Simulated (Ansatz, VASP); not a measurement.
## Si2Ni in VASP and in Ansatz

```
CELL_PARAMETERS angstrom
0.00000 2.69570 2.69570
2.69570 0.00000 2.69570
2.69570 2.69570 0.00000
ATOMIC_POSITIONS crystal
Si 0.24714 0.25085 0.25470
Si 0.75127 0.74989 0.74827
Ni 0.00159 0.99926 0.99703
```

Change from the starting cell: all atoms moved at random, sigma 0.02 Å a component.

Alike in both runs: task single point; functional PBEsol; k mesh 12 × 12 × 12; occupations gaussian, width 0.15 eV; no spin polarisation.

|  | VASP | Ansatz |
| --- | --- | --- |
| version | VASP 6.6.1 | Ansatz 0.2.0 |
| potentials or method | VASP PAW PBE potentials, release 64 (Si, Ni), cutoff 520 eV | scalar-relativistic, plane waves, PAW |
| valence electrons in the cell | 18 | 26 |

```csv
,VASP,Ansatz,Ansatz less VASP
gap on the k mesh at the Fermi level (eV),none,none,-
pressure (GPa),-0.1,-0.2,-0.08
"traceless stress, the component that is largest in VASP (GPa)",-0.62,-0.61,+0.005
rms of the force components (eV/Å),0.091,0.091,0.0000
```

VASP's potentials were made for PBE, not for PBEsol. Atom by atom the forces differ by 0.000 eV/Å (rms over components). A gap of «none» marks a metal or a gap that the smearing closes. The functional is the same, so the differences come from potentials, cutoffs and numerics. VASP's potentials hold 18 valence electrons a cell and Ansatz's 26, so a difference there can come from the potentials and not from the codes.
